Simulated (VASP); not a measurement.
PtS2:

```xyz
6
Lattice="3.8816 0.0000 0.0000 0.0000 3.8816 0.0000 0.0000 0.0000 8.7646" Properties=species:S:1:pos:R:3 pbc="T T T"
Pt    1.9408    0.0000    0.0000
Pt    0.0000    1.9408    4.3823
S     1.9408    1.9408    7.8342
S     1.9408    1.9408    5.3127
S     1.9408    1.9408    0.9304
S     1.9408    1.9408    3.4519
```

```yaml
Program: VASP 6.6.1
Task: relaxation of cell and atoms
Functional: PBE
Potentials_or_basis: VASP PAW PBE potentials, release 64 (Pt, S)
Cutoff: 600 eV
k_mesh: 4 × 4 × 2
Occupations: gaussian, width 0.1 eV
Spin: no spin polarisation
```

At the start: pressure 32.6 GPa; volume 22.01 Å³/atom.

Question: How do energy, volume and symmetry change on relaxing?

Answer: Over 17 steps the energy falls by 971.3 meV/atom and the volume is 22.58 Å³/atom (+2.6 %); space group P4_2/mmc (No. 131, to 0.05 Å).

The path:
| step | energy change (eV) | largest force (eV/Å) | pressure (GPa) | volume (Å³) |
| --- | --- | --- | --- | --- |
| 1 | 0.0000 | 8.6273 | 32.57 | 132.05 |
| 2 | 0.6868 | 0.7780 | -11.62 | 235.71 |
| 3 | -4.4799 | 0.5761 | -7.90 | 166.95 |
| 4 | -4.5990 | 0.7229 | -6.48 | 163.01 |
| 5 | -4.6774 | 0.7538 | -3.65 | 157.04 |
| 6 | -4.6775 | 0.7729 | -3.35 | 156.51 |
| 7 | -5.1713 | 1.2067 | -1.87 | 147.49 |
| 8 | -5.3814 | 1.1651 | 0.63 | 138.90 |
| 9 | -5.3934 | 1.2781 | 1.56 | 136.30 |
| 10 | -5.6913 | 0.4980 | -1.57 | 135.19 |
| 11 | -5.7067 | 0.0873 | -2.02 | 134.88 |
| 12 | -5.4475 | 2.8124 | 5.01 | 128.16 |
| 13 | -5.7493 | 0.4198 | -0.38 | 132.75 |
| 14 | -5.7973 | 0.0207 | 0.97 | 131.98 |
| 15 | -5.8000 | 0.1565 | 1.40 | 131.74 |
| 16 | -5.8277 | 0.0441 | 0.22 | 135.03 |
| 17 | -5.8281 | 0.0311 | 0.08 | 135.48 |

Final structure:
```xyz
6
Lattice="3.7447 0.0000 0.0000 0.0000 3.7447 0.0000 0.0000 0.0000 9.6612" Properties=species:S:1:pos:R:3 pbc="T T T"
Pt    1.8724    0.0000    0.0000
Pt    0.0000    1.8724    4.8306
S     1.8724    1.8724    8.2531
S     1.8724    1.8724    6.2388
S     1.8724    1.8724    1.4082
S     1.8724    1.8724    3.4224
```

Caveat: the k points lie up to 0.42 Å⁻¹ apart in the final cell.
